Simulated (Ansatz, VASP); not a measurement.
**BN: VASP beside Ansatz**

Contents of INCAR:

```
PREC = Accurate
ENCUT = 520
EDIFF = 1E-6
ISMEAR = -1
SIGMA = 0.02
LREAL = False
LASPH = True
NELM = 100
ALGO = Normal
ISIF = 2
LWAVE = False
LCHARG = False
NBANDS = 11
```

KPOINTS

```
Automatic mesh
0
Gamma
  11 11 11
```

Contents of POSCAR:

```
BN
1.0
    0.0000000000      1.8075000000      1.8255750000
    1.8075000000      0.0000000000      1.8255750000
    1.8075000000      1.8075000000      0.0000000000
B N
1 1
Direct
    0.0000000000      0.0000000000      0.0000000000
    0.7500000000      0.7500000000      0.7500000000
```

Input for Ansatz:

```yaml
crystal:
  lattice:
    - [0.0, 1.8075, 1.825575]
    - [1.8075, 0.0, 1.825575]
    - [1.8075, 1.8075, 0.0]
  atoms:
    - { symbol: B, position: [0.0, 0.0, 0.0] }
    - { symbol: "N", position: [0.75, 0.75, 0.75] }
kpoints:
  mp_grid: { grid: [11, 11, 11] }
  band_path:
    path:
      - [0.0, 0.0, 0.0]
      - [0.5, 0.0, 0.5]
      - [0.75, 0.25, 0.5]
      - [0.5, 0.5, 0.5]
      - [0.0, 0.0, 0.0]
      - [0.5, 0.5, 0.0]
      - [0.6274629938, 0.6274629938, 0.2549259876]
      - [0.3725370062, 0.3725370062, 0.7450740124]
      - [0.0, 0.0, 0.0]
    npoints: 5
scf:
  occupations: { method: fermi_dirac, width: 0.02 }
hamiltonian:
  xc: lda
  pseudopotentials: { kind: all_electron, lapw: { basis_error: 0.0005 } }
output:
  forces: true
  stress: true
  eigenvalues: true
```

Change from the starting cell: zz strain of +1 %.

Alike in both runs: task single point; functional LDA; k mesh 11 × 11 × 11; occupations fermi-dirac, width 0.02 eV; no spin polarisation.

```csv
,VASP,Ansatz
version,VASP 6.6.1,Ansatz 0.2.0
potentials or method,"VASP PAW LDA potentials, release 64 (B, N), cutoff 520 eV","all-electron LAPW, scalar-relativistic"
```

VASP gave:

```
gap on the k mesh at the Fermi level (eV)                     : 4.35
pressure (GPa)                                                : -13.6
traceless stress, the component that is largest in VASP (GPa) : -4.10
```

Problem. Which values does Ansatz return?

Solution. gap on the k mesh at the Fermi level (eV): 4.36; pressure (GPa): -14.4; traceless stress, the component that is largest in VASP (GPa): -4.11.

LDA's correlation is that of Perdew and Zunger in VASP and of Perdew and Wang (1992) in Ansatz. Ansatz ran all-electron here, and VASP with PAW potentials.
